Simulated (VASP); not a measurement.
Here is a VASP 6.6.1 calculation.

The input INCAR:

```
SYSTEM = PbSe
PREC     = Accurate       ! precision mode
ENCUT    = 520            ! plane-wave cutoff, eV
EDIFF    = 1E-6           ! SCF threshold, eV
ISMEAR   = -1             ! smearing method
SIGMA    = 0.02           ! smearing width, eV
LREAL    = .FALSE.        ! projectors in reciprocal space
LASPH    = .TRUE.         ! aspherical terms in the spheres
NELM     = 80             ! most SCF steps
ALGO     = Normal         ! electronic algorithm
ISIF     = 2              ! what is computed and relaxed
LWAVE    = .FALSE.        ! write WAVECAR
LCHARG   = .TRUE.         ! write CHGCAR
GGA      = PS             ! functional
LELF     = .TRUE.         ! ELF
LVHAR    = .TRUE.       
NBANDS   = 17             ! bands
```

KPOINTS

```
Automatic mesh
0
G
  7 7 7
  0 0 0
```

POSCAR

```
PbSe
1.0
    0.0000000000      3.0824297301      3.0824297301
    3.0824297301      0.0000000000      3.0824297301
    3.0824297301      3.0824297301      0.0000000000
Pb Se
1 1
Direct
    0.0000000000      0.0000000000      0.0000000000
    0.5000000000      0.5000000000      0.5000000000
```

Potentials or basis: VASP PAW PBE potentials, release 64 (Pb_d, Se).

Command:

```console
$ cat potpaw_PBE.64/Pb_d/POTCAR potpaw_PBE.64/Se/POTCAR > POTCAR
$ mpirun -np 1 vasp_std > vasp.out
```

(1) Predict the pressure.

Answers

(1) -1.6 GPa.

Caveat: the PAW data sets were made with another functional, which shifts forces and pressure a little.
